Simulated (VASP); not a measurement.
# SiO2 (I-42d) in VASP: a series of runs

The runs below take SiO2 through single point, with PBEsol.

Program: VASP 6.6.1. These are calculated values, not measurements. Logs are shortened: lines on timing, memory, paths and dates and some standing lists are left out, and cuts for length are marked.

## (1) The cell of the first run

Symmetry: I-42d, No. 122, tetragonal system. The conventional cell has a = 4.787 Å, b = 4.787 Å, c = 7.550 Å, α = 90.00°, β = 90.00°, γ = 90.00°. Within 2.2 Å of Si (site symmetry -4) lie 4 O at 1.63 Å. Within 2.2 Å of O (site symmetry 2) lie 2 Si at 1.63 Å.

## (2) Single point, PBEsol

The input, INCAR:

```
PREC = Accurate
ENCUT = 520
EDIFF = 1E-7
ISMEAR = 0
SIGMA = 0.01
LREAL = False
LASPH = True
NELM = 100
ALGO = Normal
ISIF = 2
LWAVE = False
LCHARG = True
GGA = PS
LELF = True
LVHAR = True
NBANDS = 25
```

The input, KPOINTS:

```
Automatic mesh
0
Gamma
  6 6 6
```

The input, POSCAR:

```
SiO2
1.0
   -2.3936711377      2.3936711377      3.7749435520
    2.3936711377     -2.3936711377      3.7749435520
    2.3936711377      2.3936711377     -3.7749435520
Si O
2 4
Direct
    0.0000000000      0.0000000000      0.0000000000
    0.7500000000      0.2500000000      0.5000000000
    0.9983800000      0.6250000000      0.8733800000
    0.3750000000      0.2483800000      0.3733800000
    0.7516200000      0.1250000000      0.1266200000
    0.8750000000      0.0016200000      0.6266200000
```

Potentials or basis: VASP PAW PBE potentials, release 64 (Si, O).

Launch:

```console
cat potpaw_PBE.64/Si/POTCAR potpaw_PBE.64/O/POTCAR > POTCAR
mpirun -np 1 vasp_std > vasp.out
```

OUTCAR:

```text
PREC = Accurate
   ENCUT = 520
   EDIFF = 1E-7
   ISMEAR = 0
   LREAL = False
   LASPH = True
   NELM = 100
   ISIF = 2
   GGA = PS

 ion  position               nearest neighbor table
   1  0.000  0.000  0.000-   3 1.63   4 1.63   5 1.63   6 1.63   2 3.05   2 3.05   2 3.05   2 3.05

   2  0.750  0.250  0.500-   3 1.63   4 1.63   5 1.63   6 1.63   1 3.05   1 3.05   1 3.05   1 3.05

   3  0.998  0.625  0.873-   1 1.63   2 1.63
   4  0.375  0.248  0.373-   1 1.63   2 1.63
   5  0.752  0.125  0.127-   1 1.63   2 1.63
   6  0.875  0.002  0.627-   1 1.63   2 1.63

  LATTYP: Found a body centered tetragonal cell.
 ALAT       =     4.7873422754
 C/A-ratio  =     1.5770518734

  Lattice vectors:

 A1 = (  -2.3936711377,   2.3936711377,   3.7749435520)
 A2 = (   2.3936711377,  -2.3936711377,   3.7749435520)
 A3 = (   2.3936711377,   2.3936711377,  -3.7749435520)

Analysis of symmetry for initial positions (statically):
=====================================================================
 Subroutine PRICEL returns:
 Original cell was already a primitive cell.

 Routine SETGRP: Setting up the symmetry group for a
 body centered tetragonal supercell.

 Subroutine GETGRP returns: Found  8 space group operations
 (whereof  4 operations were pure point group operations)
 out of a pool of 16 trial point group operations.

The static configuration has the point symmetry S_4 .
 The point group associated with its full space group is D_2d.

Analysis of symmetry for dynamics (positions and initial velocities):
=====================================================================
 Subroutine PRICEL returns:
 Original cell was already a primitive cell.

 Routine SETGRP: Setting up the symmetry group for a
 body centered tetragonal supercell.

 Subroutine GETGRP returns: Found  8 space group operations
 (whereof  4 operations were pure point group operations)
 out of a pool of 16 trial point group operations.

The dynamic configuration has the point symmetry S_4 .
 The point group associated with its full space group is D_2d.

 Subroutine INISYM returns: Found  8 space group operations
 (whereof  4 operations are pure point group operations),
 and found     1 'primitive' translations

----------------------------------------------------------------------------------------

                                     Primitive cell

[... 95 lines left out ...]
   LASPH  =      T    aspherical Exc in radial PAW
   ENCUT  =  520.0 eV  38.22 Ry    6.18 a.u.   9.43  9.43  9.43*2*pi/ulx,y,z
   NELM   =    100;   NELMIN=  2; NELMDL= -5     # of ELM steps
   EDIFF  = 0.1E-06   stopping-criterion for ELM
   LREAL  =      F    real-space projection
   EDIFFG = 0.1E-05   stopping-criterion for IOM
   NSW    =      0    number of steps for IOM
   IBRION =     -1    ionic relax: 0-MD 1-quasi-New 2-CG
   NFREE  =      0    steps in history (QN), initial steepest desc. (CG)
   ISIF   =      2    stress and relaxation
   ISYM   =      2    0-nonsym 1-usesym 2-fastsym
   POTIM  = 0.5000    time-step for ionic-motion
   TEBEG  =    0.0;   TEEND  =   0.0 temperature during run
   PSTRESS=    0.0 pullay stress
   NELECT =      32.0000    total number of electrons
   NUPDOWN=      -1.0000    fix difference up-down
   EMIN   =  10.00;   EMAX   =-10.00  energy-range for DOS
   EFERMI =   0.00;   METHOD = LEGACY
   ISMEAR =     0;   SIGMA  =   0.01  broadening in eV -4-tet -1-fermi 0-gaus
   EFERMI_NEDOS =   21; number of points for ismear=-14 and -15
   IALGO  =     38    algorithm
   IMIX   =      4    mixing-type and parameters
     AMIX     =   0.40;   BMIX     =  1.00
     AMIX_MAG =   1.60;   BMIX_MAG =  1.00
  volume/ion in A,a.u.               =      14.42        97.31
  Fermi-wavevector in a.u.,A,eV,Ry     =   1.175146  2.220703 18.789200  1.380967
  Thomas-Fermi vector in A             =   2.311531
   LORBIT       =      0    0 simple, 1 ext, 2 COOP (PROOUT), +10 PAW based schemes
   GGA     = PS    functional components
   LHFCALC =     F    Hartree Fock is set to
   AEXX    =    0.0000 exact exchange contribution
   IVDW    =     0    specifies the selected vdW correction
   LEPSILON=     F    determine dielectric tensor
   LRPA    =     F    only Hartree local field effects (RPA)
 non-spin polarized calculation
 Gauss-broadening in eV      SIGMA  =   0.01
  energy-cutoff  :      520.00
  volume of cell :       86.52
 maximum number of plane-waves:      2346
 NGX is ok and might be reduce to    40
   NGX = 19   NGY = 19   NGZ = 19

 number of electron      32.0000014 magnetization

 Free energy of the ion-electron system (eV)
  ---------------------------------------------------
  ext. energy  EPLUGINS =         0.00000000
  ---------------------------------------------------
  free energy    TOTEN  =       -49.29487792 eV

  energy without entropy =      -49.29487792  energy(sigma->0) =      -49.29487792

 E-fermi :  -0.2812     XC(G=0):  -8.6068

 val. band max:       -0.3573202762   @ k =   0.0000   0.0000   0.0000
 cond. band min:       5.4480624204   @ k =   0.0000   0.0000   0.0000
 fundamental gap:      5.8053826966
 Fermi energy:        -0.2812308439

 k-point     1 :       0.0000    0.0000    0.0000
  band No.  band energies     occupation
      1     -19.2750      2.00000
      2     -17.1997      2.00000
      3     -17.1800      2.00000
      4     -17.1800      2.00000
      5      -9.1207      2.00000
      6      -5.5824      2.00000
[... 661 lines left out ...]
     24      12.7986      0.00000
     25      13.3881      0.00000

 [... further k-points ...]
[... 5 lines left out ...]
  --------------------------------------------------------------------------------------
  -------------------------------------------------------------------------------------
  Total       -0.9349668     -0.9349668     -2.0475435      0.0000000     -0.0000000      0.0000000
  in kB      -17.3143968    -17.3143968    -37.9179013      0.0000000     -0.0000000      0.0000000
  external PRESSURE =     -24.1822316 kB  Pullay stress =       0.0000000 kB

 VOLUME and BASIS-vectors are now :
 -----------------------------------------------------------------------------
  energy-cutoff  :      520.00
  volume of cell :       86.52
      direct lattice vectors                 reciprocal lattice vectors
    -2.393671138  2.393671138  3.774943552     0.000000000  0.208884166  0.132452312
     2.393671138 -2.393671138  3.774943552     0.208884166  0.000000000  0.132452312
     2.393671138  2.393671138 -3.774943552     0.208884166  0.208884166  0.000000000

 POSITION                                       TOTAL-FORCE (eV/Angst)
 -----------------------------------------------------------------------------------
      0.00000      0.00000      0.00000         0.000000     -0.000000     -0.000000
      0.00000      2.39367      1.88747         0.000000     -0.000000      0.000000
      1.19684      2.98433      2.83121         0.000000     -0.282138      0.000000
      0.59066      1.19684      0.94374        -0.282138     -0.000000      0.000000
     -1.19684      1.80301      2.83121         0.000000      0.282138     -0.000000
     -0.59066      3.59051      0.94374         0.282138     -0.000000     -0.000000
 -----------------------------------------------------------------------------------
    total drift:                                0.000002      0.000002      0.000002

  FREE ENERGIE OF THE ION-ELECTRON SYSTEM (eV)
  ---------------------------------------------------
  free  energy   TOTEN  =       -49.2948779224 eV

  energy  without entropy=      -49.2948779224  energy(sigma->0) =      -49.29487792
```

OSZICAR:

```text
N       E                     dE             d eps       ncg     rms          rms(c)
DAV:   1     0.166392668437E+03    0.16639E+03   -0.16141E+04  1508   0.114E+03
DAV:   2    -0.434148578915E+02   -0.20981E+03   -0.19915E+03  1980   0.269E+02
DAV:   3    -0.548393016335E+02   -0.11424E+02   -0.11370E+02  2029   0.650E+01
DAV:   4    -0.549507445799E+02   -0.11144E+00   -0.11140E+00  1768   0.727E+00
DAV:   5    -0.549521065715E+02   -0.13620E-02   -0.13617E-02  2005   0.787E-01    0.195E+01
DAV:   6    -0.493387194682E+02    0.56134E+01   -0.17603E+01  1848   0.264E+01    0.988E+00
DAV:   7    -0.493111048816E+02    0.27615E-01   -0.60619E-01  1867   0.426E+00    0.353E+00
DAV:   8    -0.492896639895E+02    0.21441E-01   -0.32447E-02  1859   0.155E+00    0.127E+00
DAV:   9    -0.492931423824E+02   -0.34784E-02   -0.14232E-02  1704   0.910E-01    0.274E-01
DAV:  10    -0.492948352161E+02   -0.16928E-02   -0.22188E-03  1837   0.267E-01    0.779E-02
DAV:  11    -0.492948729887E+02   -0.37773E-04   -0.56071E-04  1877   0.162E-01    0.258E-02
DAV:  12    -0.492948748004E+02   -0.18117E-05   -0.31058E-05  1888   0.366E-02    0.152E-02
DAV:  13    -0.492948777883E+02   -0.29878E-05   -0.78854E-06  1738   0.173E-02    0.356E-03
DAV:  14    -0.492948779082E+02   -0.11992E-06   -0.63490E-07  1999   0.525E-03    0.117E-03
DAV:  15    -0.492948779224E+02   -0.14240E-07   -0.48909E-08  1285   0.145E-03
   1 F= -.49294878E+02 E0= -.49294878E+02  d E =-.374929E-29
```

It took 95 s on 1 thread of AMD EPYC 9R14 (Zen 4), shared host; peak memory 0.21 GiB.

Results:

```
Free energy            : -49.2949 eV
Pressure               : -2.4 GPa
Largest force          : 0.282 eV/Å
Band gap on the k mesh : 5.81 eV, direct
```

Forces in eV/Å, atoms in the order of the input:
```
Si   0.000  0.000  0.000
Si   0.000  0.000  0.000
O    0.000 -0.282  0.000
O   -0.282  0.000  0.000
O    0.000  0.282  0.000
O    0.282  0.000  0.000
```

Stress tensor (GPa, compression positive):
```
-1.73  0.00  0.00
 0.00 -1.73  0.00
 0.00  0.00 -3.79
```

Caveat: the PAW data sets were made with another functional, which shifts forces and pressure a little. Expect the measured gap to be larger: semilocal functionals such as PBEsol lack the derivative discontinuity.

## (3) Single point, PBEsol

This run uses another cell than the first one, of 14.77 Å³/atom, 1.024 times its volume.

The input, INCAR:

```
PREC = Accurate
ENCUT = 520
EDIFF = 1E-7
ISMEAR = 0
SIGMA = 0.01
LREAL = False
LASPH = True
NELM = 80
ALGO = Normal
ISIF = 2
LWAVE = False
LCHARG = False
GGA = PS
NBANDS = 25
```

The input, KPOINTS:

```
regular mesh
0
Gamma
  6 6 6
```

POSCAR, as its differences from that of step 2:

```diff
@@ -2,5 +2,5 @@
 1.0
-   -2.3936711377      2.3936711377      3.7749435520
-    2.3936711377     -2.3936711377      3.7749435520
-    2.3936711377      2.3936711377     -3.7749435520
+   -2.4129757709      2.4129757709      3.8053879599
+    2.4129757709     -2.4129757709      3.8053879599
+    2.4129757709      2.4129757709     -3.8053879599
 Si O
```

Potentials or basis: VASP PAW PBE potentials, release 64 (Si, O).

Launch:

```console
cat potpaw_PBE.64/Si/POTCAR potpaw_PBE.64/O/POTCAR > POTCAR
mpirun -np 1 vasp_std > vasp.out
```

Wall time 88 s (1 thread of AMD EPYC 9R14 (Zen 4), shared host); peak memory 0.21 GiB.

Results (log left out):

* Free energy: -49.2414 eV
* Pressure: -6.0 GPa
* Largest force: 0.561 eV/Å
* Band gap on the k mesh: 5.63 eV, direct

Forces on the atoms (eV/Å):
```
Si   0.000  0.000  0.000
Si   0.000  0.000  0.000
O    0.000 -0.561  0.000
O   -0.561  0.000  0.000
O    0.000  0.561  0.000
O    0.561  0.000  0.000
```

Stress tensor (GPa, compression positive):
```
-5.27  0.00  0.00
 0.00 -5.27  0.00
 0.00  0.00 -7.45
```

Levels at points of the mesh, in eV from the valence-band top:
| k point | band 13 | band 14 | band 15 | band 16 | band 17 | band 18 | band 19 | band 20 |
| --- | --- | --- | --- | --- | --- | --- | --- | --- |
| (0.00, 0.00, 0.00) | -1.27 | -1.06 | 0.00 | 0.00 | 5.63 | 8.38 | 10.78 | 10.78 |
| (0.50, 0.00, 0.00) | -1.21 | -0.67 | -0.27 | -0.17 | 7.80 | 8.94 | 9.72 | 9.75 |
| (0.50, 0.50, 0.00) | -0.70 | -0.70 | -0.23 | -0.23 | 8.96 | 8.96 | 9.67 | 9.67 |
| (0.50, 0.50, 0.50) | -1.45 | -1.45 | -0.10 | -0.10 | 8.65 | 8.65 | 9.29 | 9.29 |

Caveat: the PAW data sets were made with another functional, which shifts forces and pressure a little. As with any semilocal functional, this PBEsol gap is likely too small.

## (4) Single point, PBEsol

This run uses another cell than the first one, of 15.12 Å³/atom, 1.049 times its volume.

The input, INCAR:

```
SYSTEM = SiO2
ALGO     = Normal         ! electronic algorithm
EDIFF    = 1E-6           ! SCF threshold, eV
ENCUT    = 520            ! plane-wave cutoff, eV
GGA      = PS             ! functional
ISIF     = 2              ! what is computed and relaxed
ISMEAR   = 0              ! smearing method
LASPH    = .TRUE.         ! aspherical terms in the spheres
LCHARG   = .FALSE.        ! write CHGCAR
LREAL    = .FALSE.        ! projectors in reciprocal space
LWAVE    = .FALSE.        ! write WAVECAR
NBANDS   = 25             ! bands
NELM     = 60             ! most SCF steps
PREC     = Accurate       ! precision mode
SIGMA    = 0.01           ! smearing width, eV
```

The input, KPOINTS:

```
k-points
0
G
  6 6 6
  0 0 0
```

POSCAR, as its differences from that of step 3:

```diff
@@ -2,5 +2,5 @@
 1.0
-   -2.4129757709      2.4129757709      3.8053879599
-    2.4129757709     -2.4129757709      3.8053879599
-    2.4129757709      2.4129757709     -3.8053879599
+   -2.4319763624      2.4319763624      3.8353528784
+    2.4319763624     -2.4319763624      3.8353528784
+    2.4319763624      2.4319763624     -3.8353528784
 Si O
```

Launch:

```console
cat potpaw_PBE.64/Si/POTCAR potpaw_PBE.64/O/POTCAR > POTCAR
mpirun -np 1 vasp_std > vasp.out
```

It took 86 s on 1 thread of AMD EPYC 9R14 (Zen 4), shared host; peak memory 0.21 GiB.

Results (log left out):

```yaml
Free_energy: -49.1436 eV
Pressure: -9.2 GPa
Largest_force: 0.812 eV/Å
Band_gap_on_the_k_mesh: 5.46 eV, direct
```

Forces in eV/Å, atoms in the order of the input:
```
Si   0.000  0.000  0.000
Si   0.000  0.000  0.000
O    0.000 -0.812  0.000
O   -0.812  0.000  0.000
O    0.000  0.812  0.000
O    0.812  0.000  0.000
```

Stress tensor (GPa, compression positive):
```
 -8.39   0.00   0.00
  0.00  -8.39   0.00
  0.00   0.00 -10.67
```

Levels at points of the mesh, in eV from the valence-band top:
```csv
k point,band 13,band 14,band 15,band 16,band 17,band 18,band 19,band 20
"(0.00, 0.00, 0.00)",-1.24,-1.07,0.00,0.00,5.46,8.29,10.56,10.56
"(0.50, 0.00, 0.00)",-1.18,-0.67,-0.26,-0.16,7.54,8.82,9.51,9.65
"(0.50, 0.50, 0.00)",-0.67,-0.67,-0.23,-0.23,8.70,8.70,9.51,9.51
"(0.50, 0.50, 0.50)",-1.43,-1.43,-0.09,-0.09,8.48,8.48,9.15,9.15
```

Caveat: the PAW data sets were made with another functional, which shifts forces and pressure a little. A k mesh can miss the band edges.

(Continued in part 2 of 2.)
